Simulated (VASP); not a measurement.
# La2Zr2O (P6/mmm) in VASP: density of states with PBE

Aim: the density of states of La2Zr2O with PBE.

Program: VASP 6.6.1. These are calculated values, not measurements. Logs are shortened: lines on timing, memory, paths and dates and some standing lists are left out, and cuts for length are marked.

### 1 The cell of the first run

Symmetry: P6/mmm, No. 191, hexagonal system. The conventional cell has a = 5.191 Å, b = 5.191 Å, c = 6.519 Å, α = 90.00°, β = 90.00°, γ = 120.00°. Within 3.9 Å of La (site symmetry -6m2) lie 3 La at 3.00 Å and 3 O at 3.00 Å and 6 Zr at 3.60 Å. Zr (site symmetry 6mm) has 1 O at 2.00 Å and 1 Zr at 2.53 Å within 2.6 Å. Within 2.6 Å of O (site symmetry 6/mmm) lie 2 Zr at 2.00 Å.

### 2 Density of states, PBE

POSCAR

```
La2Zr2O
1.0
    5.1912080699      0.0000000000      0.0000000000
   -2.5956040349      4.4957180648      0.0000000000
    0.0000000000      0.0000000000      6.5194849973
La Zr O
2 2 1
Direct
    0.3333333333      0.6666666667      0.5000000000
    0.6666666667      0.3333333333      0.5000000000
    0.0000000000      0.0000000000      0.8063015683
    0.0000000000      0.0000000000      0.1936984317
    0.0000000000      0.0000000000      0.5000000000
```

INCAR.step1

```
SYSTEM = La2Zr2O
ALGO = Normal
EDIFF = 1E-6
ENCUT = 520
GGA = PE
ISIF = 2
ISMEAR = 0
LASPH = .TRUE.
LCHARG = .TRUE.
LMAXMIX = 6
LREAL = .FALSE.
LWAVE = .FALSE.
NBANDS = 34
NELM = 100
PREC = Accurate
SIGMA = 0.1
```

KPOINTS.step1

```
k-points
0
G
  12 12 6
  0 0 0
```

INCAR.step2

```
SYSTEM = La2Zr2O
ALGO = Normal
EDIFF = 1E-6
ENCUT = 520
GGA = PE
ICHARG = 11
ISIF = 2
ISMEAR = -5
LASPH = .TRUE.
LCHARG = .FALSE.
LMAXMIX = 6
LORBIT = 11
LREAL = .FALSE.
LWAVE = .FALSE.
NBANDS = 34
NEDOS = 1001
NELM = 100
PREC = Accurate
SIGMA = 0.1
```

KPOINTS.step2

```
k-points
0
G
  18 18 9
  0 0 0
```

Potentials or basis: VASP PAW PBE potentials, release 64 (La, Zr_sv, O).

Launch:

```
cat potpaw_PBE.64/La/POTCAR potpaw_PBE.64/Zr_sv/POTCAR potpaw_PBE.64/O/POTCAR > POTCAR
cp INCAR.step1 INCAR
cp KPOINTS.step1 KPOINTS
mpirun -np 1 vasp_std > vasp.out
cp INCAR.step2 INCAR
cp KPOINTS.step2 KPOINTS
mpirun -np 1 vasp_std > vasp.out
```

OUTCAR:

```text
SYSTEM = La2Zr2O
   EDIFF = 1E-6
   ENCUT = 520
   GGA = PE
   ICHARG = 11
   ISIF = 2
   ISMEAR = -5
   LASPH = .TRUE.
   LORBIT = 11
   LREAL = .FALSE.
   NELM = 100
   PREC = Accurate

 ion  position               nearest neighbor table
   1  0.333  0.667  0.500-   2 3.00   2 3.00   2 3.00   4 3.60   3 3.60   4 3.60   3 3.60   4 3.60
                             3 3.60
   2  0.667  0.333  0.500-   1 3.00   1 3.00   1 3.00   4 3.60   3 3.60   3 3.60   4 3.60   3 3.60
                             4 3.60
   3  0.000  0.000  0.806-   5 2.00   4 2.53   1 3.60   2 3.60   1 3.60   2 3.60   2 3.60   1 3.60

   4  0.000  0.000  0.194-   5 2.00   3 2.53   1 3.60   2 3.60   1 3.60   2 3.60   2 3.60   1 3.60

   5  0.000  0.000  0.500-   3 2.00   4 2.00

  LATTYP: Found a hexagonal cell.
 ALAT       =     5.1912080699
 C/A-ratio  =     1.2558704852

  Lattice vectors:

 A1 = (   5.1912080699,   0.0000000000,   0.0000000000)
 A2 = (  -2.5956040349,   4.4957180648,   0.0000000000)
 A3 = (   0.0000000000,   0.0000000000,   6.5194849973)

Analysis of symmetry for initial positions (statically):
=====================================================================
 Subroutine PRICEL returns:
 Original cell was already a primitive cell.

 Routine SETGRP: Setting up the symmetry group for a
 hexagonal supercell.

 Subroutine GETGRP returns: Found 24 space group operations
 (whereof 24 operations were pure point group operations)
 out of a pool of 24 trial point group operations.

The static configuration has the point symmetry D_6h.

Analysis of symmetry for dynamics (positions and initial velocities):
=====================================================================
 Subroutine PRICEL returns:
 Original cell was already a primitive cell.

 Routine SETGRP: Setting up the symmetry group for a
 hexagonal supercell.

 Subroutine GETGRP returns: Found 24 space group operations
 (whereof 24 operations were pure point group operations)
 out of a pool of 24 trial point group operations.

The dynamic configuration has the point symmetry D_6h.

 Subroutine INISYM returns: Found 24 space group operations
 (whereof 24 operations are pure point group operations),
 and found     1 'primitive' translations

----------------------------------------------------------------------------------------
[... 106 lines left out ...]
   NFREE  =      0    steps in history (QN), initial steepest desc. (CG)
   ISIF   =      2    stress and relaxation
   ISYM   =      2    0-nonsym 1-usesym 2-fastsym
   POTIM  = 0.5000    time-step for ionic-motion
   TEBEG  =    0.0;   TEEND  =   0.0 temperature during run
   PSTRESS=    0.0 pullay stress
   NELECT =      52.0000    total number of electrons
   NUPDOWN=      -1.0000    fix difference up-down
   EMIN   =  10.00;   EMAX   =-10.00  energy-range for DOS
   EFERMI =   0.00;   METHOD = LEGACY
   ISMEAR =    -5;   SIGMA  =   0.10  broadening in eV -4-tet -1-fermi 0-gaus
   EFERMI_NEDOS =   21; number of points for ismear=-14 and -15
   IALGO  =     38    algorithm
   IMIX   =      4    mixing-type and parameters
     AMIX     =   0.40;   BMIX     =  1.00
     AMIX_MAG =   1.60;   BMIX_MAG =  1.00
  volume/ion in A,a.u.               =      30.43       205.36
  Fermi-wavevector in a.u.,A,eV,Ry     =   1.144588  2.162957 17.824729  1.310081
  Thomas-Fermi vector in A             =   2.281279
   LORBIT       =     11    0 simple, 1 ext, 2 COOP (PROOUT), +10 PAW based schemes
   GGA     = PE    functional components
   LHFCALC =     F    Hartree Fock is set to
   AEXX    =    0.0000 exact exchange contribution
   IVDW    =     0    specifies the selected vdW correction
   LEPSILON=     F    determine dielectric tensor
   LRPA    =     F    only Hartree local field effects (RPA)
 non-spin polarized calculation
 Fermi weights with tetrahedron method with Bloechl corrections
  energy-cutoff  :      520.00
  volume of cell :      152.15
 maximum number of plane-waves:      4153
 NGX is ok and might be reduce to    40

 number of electron      51.9999991 magnetization

 Free energy of the ion-electron system (eV)
  ---------------------------------------------------
  ext. energy  EPLUGINS =         0.00000000
  ---------------------------------------------------
  free energy    TOTEN  =       -29.93665167 eV

  energy without entropy =      -29.93665167  energy(sigma->0) =      -29.93665167

 E-fermi :   6.2228     XC(G=0):  -9.2182

 val. band max:        6.2618336050   @ k =   0.0556   0.0556   0.0000
 cond. band min:       6.2003551632   @ k =   0.2222   0.2222   0.4444
 fundamental gap:     -0.0614784417
 Fermi energy:         6.2228394363

 k-point     1 :       0.0000    0.0000    0.0000
  band No.  band energies     occupation
      1     -43.2366      2.00000
      2     -42.9345      2.00000
      3     -27.0346      2.00000
      4     -26.0772      2.00000
      5     -22.4593      2.00000
      6     -21.2241      2.00000
[... 877 lines left out ...]
     33       7.4117      0.00000
     34       7.4769      0.00000

 [... further k-points ...]
[... 5 lines left out ...]
  --------------------------------------------------------------------------------------
  -------------------------------------------------------------------------------------
  Total       -0.1288921     -0.1288921     -0.0311417     -0.0000000      0.0000000      0.0000000
  in kB       -1.3572381     -1.3572381     -0.3279237     -0.0000000      0.0000000      0.0000000
  external PRESSURE =      -1.0141333 kB  Pullay stress =       0.0000000 kB

 VOLUME and BASIS-vectors are now :
 -----------------------------------------------------------------------------
  energy-cutoff  :      520.00
  volume of cell :      152.15
      direct lattice vectors                 reciprocal lattice vectors
     5.191208070  0.000000000  0.000000000     0.192633388  0.111216939  0.000000000
    -2.595604035  4.495718065  0.000000000     0.000000000  0.222433877  0.000000000
     0.000000000  0.000000000  6.519484997     0.000000000  0.000000000  0.153386349

 POSITION                                       TOTAL-FORCE (eV/Angst)
 -----------------------------------------------------------------------------------
     -0.00000      2.99715      3.25974        -0.000000      0.000000      0.000000
      2.59560      1.49857      3.25974         0.000000     -0.000000      0.000000
      0.00000      0.00000      5.25667         0.000000     -0.000000     -0.012381
      0.00000      0.00000      1.26281         0.000000      0.000000      0.012381
      0.00000      0.00000      3.25974         0.000000     -0.000000      0.000000
 -----------------------------------------------------------------------------------
    total drift:                                0.000000     -0.000000      0.000000

  FREE ENERGIE OF THE ION-ELECTRON SYSTEM (eV)
  ---------------------------------------------------
  free  energy   TOTEN  =       -29.9366516704 eV

  energy  without entropy=      -29.9366516704  energy(sigma->0) =      -29.93665167

 total charge

# of ion       s       p       d       f       tot
--------------------------------------------------
    1        2.022   5.543   1.094   0.175   8.835
    2        2.022   5.543   1.094   0.175   8.835
    3        2.195   5.921   1.828   0.000   9.944
    4        2.195   5.921   1.828   0.000   9.944
    5        1.586   3.402   0.000   0.000   4.988
--------------------------------------------------
tot         10.020  26.330   5.844   0.350  42.545
```

Run time: 43 min. Hardware: 1 thread of Intel Xeon Platinum 8259CL at 2.50GHz (Skylake/Cascade Lake), shared host; peak memory 0.98 GiB.

Results:

```yaml
Valence_electrons_inside_the_program's_atomic_spheres: La 8.84; Zr 9.94; O 4.99
```

Levels at points of the mesh, in eV from the Fermi level:
```tsv
k point	band 22	band 23	band 24	band 25	band 26	band 27	band 28	band 29	band 30	band 31
(0.00, 0.00, 0.00)	-0.95	-0.95	0.12	0.12	0.22	0.29	0.30	0.30	0.57	0.57
(0.50, 0.00, 0.00)	-1.25	-0.99	-0.97	-0.87	0.20	0.39	0.44	0.56	0.71	0.76
```

Caveat: spin-orbit coupling is left out, which moves the levels of the heavy elements; tetrahedron occupations give inexact forces and stress in metals.
